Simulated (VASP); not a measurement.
The system is Al5Ga11As16.

```
CELL_PARAMETERS angstrom
11.32846 0.00000 0.00000
0.00000 11.32846 0.00000
0.00000 0.00000 11.32846
ATOMIC_POSITIONS crystal
Ga 0.00002 0.00330 0.99936
Ga 0.99850 0.00119 0.50061
Ga 0.99609 0.50019 0.99957
Ga 0.99749 0.50556 0.50183
Ga 0.49927 0.99984 0.99865
Ga 0.50204 0.00314 0.49950
Ga 0.49923 0.49658 0.00077
Ga 0.25212 0.25155 0.00190
Ga 0.24854 0.24949 0.50222
Ga 0.74781 0.24988 0.00001
Ga 0.75132 0.74788 0.50238
Ga 0.25177 0.99766 0.24964
Ga 0.25237 0.49989 0.25012
Ga 0.24787 0.49969 0.74777
Ga 0.74985 0.99580 0.25070
Ga 0.74861 0.00554 0.74884
Ga 0.74937 0.50123 0.25105
Ga 0.75069 0.50006 0.74846
Ga 0.00081 0.25168 0.24880
Ga 0.99925 0.25010 0.75101
Ga 0.49900 0.24605 0.25076
Ga 0.49846 0.74747 0.24961
Al 0.49737 0.49712 0.49764
Al 0.25038 0.74963 0.99891
Al 0.24727 0.74953 0.49991
Al 0.75090 0.25102 0.49732
Al 0.75025 0.74959 0.99941
Al 0.25018 0.99928 0.74988
Al 0.00265 0.74965 0.25258
Al 0.00124 0.75055 0.75069
Al 0.49690 0.24954 0.75191
Al 0.50038 0.74878 0.74855
As 0.12519 0.12459 0.12675
As 0.12223 0.12856 0.62699
As 0.12388 0.62680 0.12630
As 0.12765 0.62700 0.62465
As 0.62893 0.12679 0.12590
As 0.62608 0.12474 0.62548
As 0.62415 0.62447 0.12395
As 0.62638 0.62452 0.62667
As 0.37197 0.37494 0.12918
As 0.37195 0.37405 0.62674
As 0.37469 0.87269 0.12365
As 0.37609 0.87692 0.62471
As 0.87356 0.37483 0.12333
As 0.87688 0.37662 0.62582
As 0.87405 0.87559 0.12636
As 0.87540 0.87472 0.62772
As 0.38051 0.12120 0.37641
As 0.37187 0.12242 0.87689
As 0.37462 0.62486 0.37469
As 0.37411 0.62342 0.87797
As 0.87479 0.12402 0.37729
As 0.87311 0.12599 0.87556
As 0.87440 0.62768 0.37436
As 0.87545 0.62788 0.87550
As 0.12751 0.37600 0.37382
As 0.12591 0.37332 0.87313
As 0.12469 0.87776 0.37669
As 0.12283 0.87714 0.87672
As 0.62948 0.37452 0.37041
As 0.62470 0.37515 0.87447
As 0.62652 0.87615 0.37135
As 0.62656 0.87487 0.87491
```

```yaml
Program: VASP 6.6.1
Task: relaxation of volume and atoms at fixed shape
Functional: PBEsol
Potentials_or_basis: VASP PAW PBE potentials, release 64 (Ga_d, Al, As)
Cutoff: 600 eV
k_mesh: 1 × 1 × 1, shifted
Occupations: fermi-dirac, width 0.05 eV
Spin: no spin polarisation
```

At the start: pressure 0.3 GPa; volume 22.72 Å³/atom.

**Question.** How do energy, volume and symmetry change on relaxing?

**Answer.** Over 11 steps the energy falls by 6.2 meV/atom and the volume is 22.78 Å³/atom (+0.3 %); space group P1 (No. 1, to 0.1 Å) before and after.

Step by step:
```tsv
step	energy change (eV)	largest force (eV/Å)	pressure (GPa)	volume (Å³)
1	0.0000	0.9570	0.28	1453.83
2	-0.3437	0.2810	-0.19	1462.14
3	-0.3555	0.2188	-0.28	1464.00
4	-0.3771	0.0958	0.12	1455.71
5	-0.3774	0.0923	0.17	1454.57
6	-0.3865	0.0612	0.04	1457.27
7	-0.3883	0.0774	-0.04	1459.11
8	-0.3929	0.0425	-0.02	1458.73
9	-0.3951	0.0489	0.00	1458.34
10	-0.3952	0.0510	0.00	1458.24
11	-0.3979	0.0295	0.00	1458.13
```

Final structure:
```
Ga Al As
1.0
    11.33962    0.00000    0.00000
     0.00000   11.33962    0.00000
     0.00000    0.00000   11.33962
Ga Al As
22 10 32
Cartesian
  11.3370 0.0195 0.0104
  11.3323 0.0110 5.6725
  11.3342 5.6674 0.0023
  0.0016 5.6809 5.6738
  5.6706 11.3344 0.0040
  5.6825 11.3378 5.6700
  5.6637 5.6604 0.0061
  2.8307 2.8357 0.0110
  2.8225 2.8325 5.6662
  8.4969 2.8417 0.0073
  8.5004 8.5031 5.6782
  2.8443 0.0018 2.8361
  2.8324 5.6669 2.8369
  2.8288 5.6650 8.5033
  8.5117 11.3363 2.8375
  8.5006 0.0101 8.5063
  8.5052 5.6770 2.8317
  8.5049 5.6720 8.5060
  0.0023 2.8405 2.8384
  11.3371 2.8475 8.5113
  5.6714 2.8218 2.8370
  5.6711 8.4987 2.8359
  5.6678 5.6600 5.6642
  2.8319 8.4988 0.0002
  2.8441 8.5151 5.6697
  8.5104 2.8420 5.6662
  8.5021 8.5120 11.3374
  2.8348 0.0033 8.5089
  0.0041 8.5130 2.8414
  11.3355 8.5101 8.5113
  5.6568 2.8300 8.5109
  5.6719 8.4980 8.5061
  1.4198 1.4245 1.4299
  1.4105 1.4243 7.0933
  1.4137 7.0832 1.4214
  1.4211 7.0975 7.0898
  7.0891 1.4087 1.4210
  7.0882 1.4276 7.0860
  7.0840 7.0884 1.4122
  7.0840 7.0814 7.0869
  4.2510 4.2441 1.4273
  4.2413 4.2461 7.0845
  4.2547 9.9152 1.4199
  4.2624 9.9259 7.0926
  9.9227 4.2525 1.4211
  9.9257 4.2617 7.0892
  9.9243 9.9247 1.4170
  9.9142 9.9282 7.0893
  4.2537 1.4149 4.2609
  4.2465 1.4164 9.9377
  4.2510 7.0866 4.2521
  4.2512 7.0791 9.9219
  9.9235 1.4220 4.2485
  9.9175 1.4291 9.9262
  9.9192 7.0944 4.2568
  9.9178 7.0860 9.9248
  1.4140 4.2563 4.2548
  1.4180 4.2540 9.9301
  1.4199 9.9340 4.2596
  1.4129 9.9312 9.9316
  7.0899 4.2500 4.2427
  7.0831 4.2539 9.9205
  7.0900 9.9161 4.2512
  7.0848 9.9238 9.9166
```

Caveat: the PAW data sets were made with another functional, which shifts forces and pressure a little.
